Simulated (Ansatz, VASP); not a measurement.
## One calculation of NbP, two programs

```xyz
4
Lattice="3.3916 0.0000 0.0000 0.0000 3.3916 0.0000 0.0000 0.0000 5.6813" Properties=species:S:1:pos:R:3 pbc="T T T"
Nb    0.0000    1.6958    1.8903
Nb    1.6958    0.0000    3.7910
P     0.0000    0.0000    0.0000
P     1.6958    1.6958    0.0000
```

Alike in both runs: functional r2SCAN; k mesh 6 × 6 × 4; occupations gaussian, width 0.1 eV; no spin polarisation.

Ansatz relaxed the structure, and its values are those at the end. VASP's run is a single point on that final structure, the one shown.

|  | VASP | Ansatz |
| --- | --- | --- |
| version | VASP 6.6.1 | Ansatz 0.2.0 |
| potentials or method | VASP PAW PBE potentials, release 64 (Nb_sv, P), cutoff 520 eV | scalar-relativistic, plane waves, PAW |
| valence electrons in the cell | 36 | 36 |

```csv
,VASP,Ansatz,Ansatz less VASP
gap on the k mesh at the Fermi level (eV),none,none,-
pressure (GPa),-0.4,0.1,+0.43
rms of the force components (eV/Å),0.015,0.001,-0.0137
```

VASP's potentials were made for PBE, not for r2SCAN. A gap of «none» marks a metal or a gap that the smearing closes.
